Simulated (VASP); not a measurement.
# HfN (WC type) (P-6m2) in VASP: notebook

Runs on HfN (WC type). Level: PBE. Tasks: single point.

Program: VASP 6.6.1. These are calculated values, not measurements. Logs are shortened: lines on timing, memory, paths and dates and some standing lists are left out, and cuts for length are marked.

## Step 1: The cell of the first run

The structure is hexagonal, space group P-6m2 (No. 187). Conventional cell: a = 2.474 Å, b = 2.474 Å, c = 2.516 Å, α = 90.00°, β = 90.00°, γ = 120.00°. Within 2.6 Å of Hf (site symmetry -6m2) lie 6 N at 1.90 Å and 8 Hf at 2.47 to 2.52 Å. N (site symmetry -6m2) has 6 Hf at 1.90 Å and 8 N at 2.47 to 2.52 Å within 2.6 Å.

## Step 2: Single point, PBE

File INCAR:

```
SYSTEM = HfN
ALGO = Normal
EDIFF = 1E-7
ENCUT = 520
GGA = PE
ISIF = 2
ISMEAR = -1
LASPH = .True.
LCHARG = .False.
LREAL = .False.
LWAVE = .False.
NBANDS = 14
NELM = 80
PREC = Accurate
SIGMA = 0.1
```

File KPOINTS:

```
k-points
0
Gamma
  16 16 14
  0 0 0
```

File POSCAR:

```
HfN
1.0
    2.4741260101      0.0000000000      0.0000000000
   -1.2370630051      2.1426559769      0.0000000000
    0.0000000000      0.0000000000      2.5156553628
Hf N
1 1
Direct
    0.0000000000      0.0000000000      0.0000000000
    0.3333333333      0.6666666667      0.5000000000
```

Potentials or basis: VASP PAW PBE potentials, release 64 (Hf_pv, N).

The run is started by

```
> cat potpaw_PBE.64/Hf_pv/POTCAR potpaw_PBE.64/N/POTCAR > POTCAR
> mpirun -np 1 vasp_std > vasp.out
```

OUTCAR:

```text
SYSTEM = HfN
   EDIFF = 1E-7
   ENCUT = 520
   GGA = PE
   ISIF = 2
   ISMEAR = -1
   LASPH = .True.
   LREAL = .False.
   NELM = 80
   PREC = Accurate

 ion  position               nearest neighbor table
   1  0.000  0.000  0.000-   2 1.90   2 1.90   2 1.90   2 1.90   2 1.90   2 1.90
   2  0.333  0.667  0.500-   1 1.90   1 1.90   1 1.90   1 1.90   1 1.90   1 1.90

  LATTYP: Found a hexagonal cell.
 ALAT       =     2.4741260101
 C/A-ratio  =     1.0167854638

  Lattice vectors:

 A1 = (   2.4741260101,   0.0000000000,   0.0000000000)
 A2 = (  -1.2370630051,   2.1426559769,   0.0000000000)
 A3 = (   0.0000000000,   0.0000000000,   2.5156553628)

Analysis of symmetry for initial positions (statically):
=====================================================================
 Subroutine PRICEL returns:
 Original cell was already a primitive cell.

 Routine SETGRP: Setting up the symmetry group for a
 hexagonal supercell.

 Subroutine GETGRP returns: Found 12 space group operations
 (whereof 12 operations were pure point group operations)
 out of a pool of 24 trial point group operations.

The static configuration has the point symmetry D_3h.

Analysis of symmetry for dynamics (positions and initial velocities):
=====================================================================
 Subroutine PRICEL returns:
 Original cell was already a primitive cell.

 Routine SETGRP: Setting up the symmetry group for a
 hexagonal supercell.

 Subroutine GETGRP returns: Found 12 space group operations
 (whereof 12 operations were pure point group operations)
 out of a pool of 24 trial point group operations.

The dynamic configuration has the point symmetry D_3h.

 Subroutine INISYM returns: Found 12 space group operations
 (whereof 12 operations are pure point group operations),
 and found     1 'primitive' translations

----------------------------------------------------------------------------------------

                                     Primitive cell

  volume of cell :      13.3360

  direct lattice vectors                    reciprocal lattice vectors
     2.474126010  0.000000000  0.000000000     0.404183132  0.233355240  0.000000000
    -1.237063005  2.142655977  0.000000000     0.000000000  0.466710480  0.000000000
     0.000000000  0.000000000  2.515655363     0.000000000  0.000000000  0.397510730

  length of vectors
     2.474126010  2.474126010  2.515655363     0.466710480  0.466710480  0.397510730

  position of ions in fractional coordinates (direct lattice)
     0.000000000  0.000000000  0.000000000
     0.333333333  0.666666667  0.500000000

  ion indices of the primitive-cell ions
   primitive index   ion index
                 1           1
                 2           2

----------------------------------------------------------------------------------------

 KPOINTS: k-points

Automatic generation of k-mesh.
 Grid dimensions read from file:
 generate k-points for:   16   16   14

 Generating k-lattice:

  Cartesian coordinates                     Fractional coordinates (reciprocal lattice)
     0.025261446  0.014584703  0.000000000     0.062500000  0.000000000  0.000000000
     0.000000000  0.029169405  0.000000000     0.000000000  0.062500000  0.000000000
     0.000000000  0.000000000  0.028393624     0.000000000  0.000000000  0.071428571

  Length of vectors
     0.029169405  0.029169405  0.028393624

  Shift w.r.t. Gamma in fractional coordinates (k-lattice)
     0.000000000  0.000000000  0.000000000

 Subroutine IBZKPT returns following result:
 ===========================================

 Found    240 irreducible k-points:

 Following reciprocal coordinates:
            Coordinates               Weight
  0.000000  0.000000  0.000000      1.000000
  0.062500  0.000000  0.000000      6.000000
  0.125000  0.000000  0.000000      6.000000
  0.187500  0.000000  0.000000      6.000000
  0.250000  0.000000  0.000000      6.000000
  0.312500  0.000000  0.000000      6.000000
[... 16 lines left out ...]
  0.187500  0.187500  0.000000      6.000000
  0.250000  0.187500  0.000000     12.000000
 [... further k-points ...]
   k-points           NKPTS =    240   k-points in BZ     NKDIM =    240   number of bands    NBANDS=     14
   number of dos      NEDOS =    301   number of ions     NIONS =      2
   total plane-waves  NPLWV =   6480
   dimension x,y,z NGX =    18 NGY =   18 NGZ =   20
   dimension x,y,z NGXF=    36 NGYF=   36 NGZF=   40
   ions per type =               1   1
   NGX,Y,Z   is equivalent  to a cutoff of  12.09, 12.09, 13.22 a.u.
   NGXF,Y,Z  is equivalent  to a cutoff of  24.19, 24.19, 26.43 a.u.
 SYSTEM =  HfN
   PREC   = accura    normal or accurate (medium, high low for compatibility)
   ISTART =      0    job   : 0-new  1-cont  2-samecut
   ICHARG =      2    charge: 1-file 2-atom 10-const
   ISPIN  =      1    spin polarized calculation?
   LNONCOLLINEAR =      F non collinear calculations
   LSORBIT =      F    spin-orbit coupling
   LASPH  =      T    aspherical Exc in radial PAW
   ENCUT  =  520.0 eV  38.22 Ry    6.18 a.u.   4.60  4.60  4.68*2*pi/ulx,y,z
   NELM   =     80;   NELMIN=  2; NELMDL= -5     # of ELM steps
   EDIFF  = 0.1E-06   stopping-criterion for ELM
   LREAL  =      F    real-space projection
   EDIFFG = 0.1E-05   stopping-criterion for IOM
   NSW    =      0    number of steps for IOM
   IBRION =     -1    ionic relax: 0-MD 1-quasi-New 2-CG
   NFREE  =      0    steps in history (QN), initial steepest desc. (CG)
   ISIF   =      2    stress and relaxation
   ISYM   =      2    0-nonsym 1-usesym 2-fastsym
   POTIM  = 0.5000    time-step for ionic-motion
   TEBEG  =    0.0;   TEEND  =   0.0 temperature during run
   PSTRESS=    0.0 pullay stress
   NELECT =      15.0000    total number of electrons
   NUPDOWN=      -1.0000    fix difference up-down
   EMIN   =  10.00;   EMAX   =-10.00  energy-range for DOS
   EFERMI =   0.00;   METHOD = LEGACY
   ISMEAR =    -1;   SIGMA  =   0.10  broadening in eV -4-tet -1-fermi 0-gaus
   EFERMI_NEDOS =   21; number of points for ismear=-14 and -15
   IALGO  =     38    algorithm
   IMIX   =      4    mixing-type and parameters
     AMIX     =   0.40;   BMIX     =  1.00
     AMIX_MAG =   1.60;   BMIX_MAG =  1.00
  volume/ion in A,a.u.               =       6.67        45.00
  Fermi-wavevector in a.u.,A,eV,Ry     =   1.702538  3.217330 39.438326  2.898635
  Thomas-Fermi vector in A             =   2.782289
   LORBIT       =      0    0 simple, 1 ext, 2 COOP (PROOUT), +10 PAW based schemes
   GGA     = PE    functional components
   LHFCALC =     F    Hartree Fock is set to
   AEXX    =    0.0000 exact exchange contribution
   IVDW    =     0    specifies the selected vdW correction
   LEPSILON=     F    determine dielectric tensor
   LRPA    =     F    only Hartree local field effects (RPA)
 non-spin polarized calculation
  energy-cutoff  :      520.00
  volume of cell :       13.34
 maximum number of plane-waves:       376
   NGX =  9   NGY =  9   NGZ =  9

 number of electron      14.9999998 magnetization

 Free energy of the ion-electron system (eV)
  ---------------------------------------------------
  ext. energy  EPLUGINS =         0.00000000
  ---------------------------------------------------
  free energy    TOTEN  =       -11.59924832 eV

  energy without entropy =      -11.58173239  energy(sigma->0) =      -11.59049035

 E-fermi :  13.2775     XC(G=0): -15.8534

 val. band max:       13.2557661364   @ k =   0.1875   0.1250   0.2857
 cond. band min:      13.2795305843   @ k =   0.1250   0.0000   0.4286
 fundamental gap:      0.0237644479
 Fermi energy:        13.2774930545

 k-point     1 :       0.0000    0.0000    0.0000
  band No.  band energies     occupation
      1     -15.9520      2.00000
      2     -14.6823      2.00000
      3     -14.6823      2.00000
      4      -6.2851      2.00000
      5       7.9995      2.00000
      6       8.0303      2.00000
      7       8.0303      2.00000
      8      11.9924      1.99999
      9      20.5687      0.00000
     10      21.2739      0.00000
     11      21.2739      0.00000
     12      23.6571      0.00000
     13      23.6571      0.00000
     14      28.4369      0.00000

 k-point     2 :       0.0625    0.0000    0.0000
  band No.  band energies     occupation
      1     -15.9099      2.00000
      2     -15.0467      2.00000
      3     -14.7429      2.00000
      4      -6.0054      2.00000
      5       7.6335      2.00000
      6       8.2003      2.00000
      7       8.3712      2.00000
      8      11.6952      2.00000
      9      20.2928      0.00000
     10      21.2902      0.00000
     11      21.8066      0.00000
     12      23.5270      0.00000
     13      23.8115      0.00000
     14      28.4377      0.00000

 k-point     3 :       0.1250    0.0000    0.0000
  band No.  band energies     occupation
      1     -15.9692      2.00000
      2     -15.7879      2.00000
      3     -14.9116      2.00000
      4      -5.3160      2.00000
      5       6.8854      2.00000
      6       8.6734      2.00000
      7       9.1393      2.00000
      8      10.9085      2.00000
      9      19.5396      0.00000
     10      21.3837      0.00000
     11      23.1737      0.00000
     12      23.2785      0.00000
     13      24.1229      0.00000
     14      28.4405      0.00000
[... 324 lines left out ...]
 k-point    23 :       0.1875    0.1875    0.0000
  band No.  band energies     occupation
      1     -19.2044      2.00000
      2     -16.4084      2.00000
      3     -15.0733      2.00000
      4      -2.3535      2.00000
      5       5.0658      2.00000
      6       7.6322      2.00000
      7      10.0082      2.00000
      8      11.7984      2.00000
      9      16.9913      0.00000
     10      19.3886      0.00000
     11      24.7411      0.00000
     12      26.7738      0.00000
     13      28.3247      0.00000
     14      29.2721      0.00000

 k-point    24 :       0.2500    0.1875    0.0000
  band No.  band energies     occupation
      1     -19.7579      2.00000
      2     -16.9297      2.00000
      3     -14.8757      2.00000
      4      -1.5662      2.00000
      5       4.8805      2.00000
      6       6.9748      2.00000
      7       9.7826      2.00000
      8      12.3431      1.99982
      9      17.0606      0.00000
     10      18.3561      0.00000
     11      25.4686      0.00000
     12      27.4588      0.00000
     13      28.3930      0.00000
     14      30.7079      0.00000

 [... further k-points ...]
[... 5 lines left out ...]
  --------------------------------------------------------------------------------------
  -------------------------------------------------------------------------------------
  Total       38.2370822     38.2370822     38.3787213     -0.0000000      0.0000000     -0.0000000
  in kB     4593.7771355   4593.7771354   4610.7935560     -0.0000001      0.0000000     -0.0000000
  external PRESSURE =    4599.4492756 kB  Pullay stress =       0.0000000 kB

 VOLUME and BASIS-vectors are now :
 -----------------------------------------------------------------------------
  energy-cutoff  :      520.00
  volume of cell :       13.34
      direct lattice vectors                 reciprocal lattice vectors
     2.474126010  0.000000000  0.000000000     0.404183132  0.233355240  0.000000000
    -1.237063005  2.142655977  0.000000000     0.000000000  0.466710480  0.000000000
     0.000000000  0.000000000  2.515655363     0.000000000  0.000000000  0.397510730

 POSITION                                       TOTAL-FORCE (eV/Angst)
 -----------------------------------------------------------------------------------
      0.00000      0.00000      0.00000         0.000000      0.000000      0.000000
     -0.00000      1.42844      1.25783         0.000000     -0.000000      0.000000
 -----------------------------------------------------------------------------------
    total drift:                                0.000000     -0.000000     -0.000000

  FREE ENERGIE OF THE ION-ELECTRON SYSTEM (eV)
  ---------------------------------------------------
  free  energy   TOTEN  =       -11.5992483194 eV

  energy  without entropy=      -11.5817323880  energy(sigma->0) =      -11.59049035
```

It took 42 s on 1 thread of Intel Xeon 8259CL, shared host; peak memory 0.16 GiB.

Results:

| Item | Value |
| --- | --- |
| Free energy | -11.5992 eV |
| Pressure | 459.9 GPa |
| Band gap on the k mesh | zero (an odd number of electrons rules out a gap without spin polarisation) |

Levels at points of the mesh, in eV from the Fermi level:
| k point | band 5 | band 6 | band 7 | band 8 | band 9 | band 10 |
| --- | --- | --- | --- | --- | --- | --- |
| (0.00, 0.00, 0.00) | -5.28 | -5.25 | -5.25 | -1.29 | 7.29 | 8.00 |
| (0.50, 0.00, 0.00) | -8.62 | -7.12 | -4.25 | -1.82 | 7.70 | 9.87 |
| (0.00, 0.00, 0.50) | -10.13 | -3.82 | -3.82 | 1.43 | 1.43 | 4.92 |
| (0.50, 0.00, 0.50) | -8.84 | -7.15 | -5.60 | 4.18 | 10.24 | 13.50 |

Caveat: the cell stands under pressure; spin-orbit coupling is left out, which moves the levels of the heavy elements.

## Step 3: Single point, PBE

This run uses another cell than the first one, of 7.76 Å³/atom.

File INCAR:

```
ALGO     = Normal         # electronic algorithm
EDIFF    = 1E-7           # SCF threshold, eV
ENCUT    = 520            # plane-wave cutoff, eV
GGA      = PE             # functional
ISIF     = 2              # what is computed and relaxed
ISMEAR   = -1             # smearing method
LASPH    = T              # aspherical terms in the spheres
LCHARG   = T              # write CHGCAR
LELF     = T              # ELF
LREAL    = F              # projectors in reciprocal space
LVHAR    = T            
LWAVE    = F              # write WAVECAR
NBANDS   = 14             # bands
NELM     = 60             # most SCF steps
PREC     = Accurate       # precision mode
SIGMA    = 0.1            # smearing width, eV
```

File KPOINTS:

```
k-points
0
Gamma
  16 16 14
```

File POSCAR:

```
HfN
1.0
    2.6272462068      0.0000000000      0.0000000000
   -1.3136231034      2.2752619571      0.0000000000
    0.0000000000      0.0000000000      2.5960348059
Hf N
1 1
Direct
    0.0000000000      0.0000000000      0.0000000000
    0.3333333333      0.6666666667      0.5000000000
```

Potentials or basis: VASP PAW PBE potentials, release 64 (Hf_pv, N).

The run is started by

```
> cat potpaw_PBE.64/Hf_pv/POTCAR potpaw_PBE.64/N/POTCAR > POTCAR
> mpirun -np 1 vasp_std > vasp.out
```

It took 46 s on 1 thread of Intel Xeon 8259CL, shared host; peak memory 0.17 GiB.

The run converged. Its results:

| Item | Value |
| --- | --- |
| Free energy | -16.3194 eV |
| Pressure | 253.3 GPa |
| Band gap on the k mesh | zero (an odd number of electrons rules out a gap without spin polarisation) |

Stress tensor (GPa, compression positive):
```
253.34   0.00   0.00
  0.00 253.34   0.00
  0.00   0.00 253.25
```

Levels at points of the mesh, in eV from the Fermi level:
```tsv
k point	band 6	band 7	band 8	band 9	band 10	band 11
(0.00, 0.00, 0.00)	-4.72	-4.22	-1.53	5.90	7.26	7.26
(0.50, 0.00, 0.00)	-5.70	-3.32	-2.02	7.16	8.65	9.19
(0.00, 0.00, 0.50)	-3.50	-3.50	1.63	1.63	4.93	6.42
(0.50, 0.00, 0.50)	-6.27	-5.50	2.92	8.82	11.33	12.81
```

Caveat: the cell stands under pressure; spin-orbit coupling is left out, which moves the levels of the heavy elements.

## Step 4: Single point, PBE

This run uses another cell than the first one, of 8.73 Å³/atom.

File INCAR:

```
  PREC = Accurate
  ENCUT = 520
  EDIFF = 1E-6
  ISMEAR = -1
  SIGMA = 0.1
  LREAL = F
  LASPH = T
  NELM = 80
  ALGO = Normal
  ISIF = 2
  LWAVE = F
  LCHARG = F
  GGA = PE
  NBANDS = 14
```

File KPOINTS:

```
Automatic mesh
0
Gamma
  16 16 14
```

File POSCAR:

```
HfN
1.0
    2.7488549090      0.0000000000      0.0000000000
   -1.3744274545      2.3805781825      0.0000000000
    0.0000000000      0.0000000000      2.6678471637
Hf N
1 1
Direct
    0.0000000000      0.0000000000      0.0000000000
    0.3333333333      0.6666666667      0.5000000000
```

The run is started by

```
> cat potpaw_PBE.64/Hf_pv/POTCAR potpaw_PBE.64/N/POTCAR > POTCAR
> mpirun -np 1 vasp_std > vasp.out
```

Wall time 51 s (1 thread of Intel Xeon 8259CL, shared host); peak memory 0.17 GiB.

The run converged. Its results:

```
Free energy            : -18.6911 eV
Pressure               : 146.5 GPa
Band gap on the k mesh : zero (an odd number of electrons rules out a gap without spin polarisation)
```

Stress tensor (GPa, compression positive):
```
146.68   0.00   0.00
  0.00 146.68   0.00
  0.00   0.00 146.15
```

Levels at points of the mesh, in eV from the Fermi level:
| k point | band 6 | band 7 | band 8 | band 9 | band 10 | band 11 |
| --- | --- | --- | --- | --- | --- | --- |
| (0.00, 0.00, 0.00) | -4.35 | -3.55 | -1.63 | 4.82 | 6.62 | 6.62 |
| (0.50, 0.00, 0.00) | -4.86 | -2.76 | -2.15 | 6.64 | 7.44 | 8.55 |
| (0.00, 0.00, 0.50) | -3.26 | -3.26 | 1.68 | 1.68 | 4.75 | 5.83 |
| (0.50, 0.00, 0.50) | -5.67 | -5.36 | 2.11 | 7.72 | 9.86 | 11.46 |

Caveat: the cell stands under pressure; spin-orbit coupling is left out, which moves the levels of the heavy elements.

## Step 5: Single point, PBE (8.73 Å³/atom)

This run uses another cell than the first one, of 8.73 Å³/atom.

File INCAR:

```
PREC = Accurate
ENCUT = 520
EDIFF = 1E-6
ISMEAR = -1
SIGMA = 0.1
LREAL = False
LASPH = True
NELM = 80
ALGO = Normal
ISIF = 2
LWAVE = False
LCHARG = False
GGA = PE
NBANDS = 14
```

KPOINTS is that of step 4.

Changes to POSCAR since step 4:

```diff
@@ -4,3 +4,3 @@
    -1.3744274545      2.3805781825      0.0000000000
-    0.0000000000      0.0000000000      2.6678471637
+    0.0000000000      0.0000000000      2.6678471638
 Hf N
```

The run is started by

```
> cat potpaw_PBE.64/Hf_pv/POTCAR potpaw_PBE.64/N/POTCAR > POTCAR
> mpirun -np 1 vasp_std > vasp.out
```

Run time: 46 s. Hardware: 1 thread of Intel Xeon 8259CL, shared host; peak memory 0.17 GiB.

The run converged. Its results:

```yaml
Free_energy: -18.6911 eV
Pressure: 146.5 GPa
Band_gap_on_the_k_mesh: zero (an odd number of electrons rules out a gap without spin polarisation)
```

Stress tensor (GPa, compression positive):
```
146.68   0.00   0.00
  0.00 146.68   0.00
  0.00   0.00 146.15
```

Levels at points of the mesh, in eV from the Fermi level:
```
           k point  band 4  band 5  band 6  band 7  band 8  band 9  band 10  band 11  band 12  band 13
(0.00, 0.00, 0.00)  -18.00   -4.35   -4.35   -3.55   -1.63    4.82     6.62     6.62     8.29     8.29
(0.50, 0.00, 0.00)  -14.75   -7.77   -4.86   -2.76   -2.15    6.64     7.44     8.55     9.54    11.39
(0.00, 0.00, 0.50)  -13.36   -9.21   -3.26   -3.26    1.68    1.68     4.75     5.83     5.83    11.31
(0.50, 0.00, 0.50)  -16.08   -7.19   -5.67   -5.36    2.11    7.72     9.86    11.46    11.67    14.46
```

Caveat: the cell stands under pressure; spin-orbit coupling is left out, which moves the levels of the heavy elements.

## Step 6: Summary

| cell | gap on the mesh (eV) | pressure (GPa) |
| --- | --- | --- |
| a = 2.474, b = 2.474, c = 2.516 Å, angles 90.0, 90.0, 120.0°, 2 atoms | none | 459.9 |
| a = 2.627, b = 2.627, c = 2.596 Å, angles 90.0, 90.0, 120.0°, 2 atoms | none | 253.3 |
| a = 2.749, b = 2.749, c = 2.668 Å, angles 90.0, 90.0, 120.0°, 2 atoms | none | 146.5 |

Alike in all rows: task single point; level PBE; potentials or basis VASP PAW PBE potentials, release 64 (Hf_pv, N); no spin polarisation; k mesh 16 × 16 × 14; cutoff (eV) 520; smearing fermi-dirac 0.1 eV.

Caveats: the cell stands under pressure; spin-orbit coupling is left out, which moves the levels of the heavy elements.

Absolute energies hang on the potentials; compare differences alone.
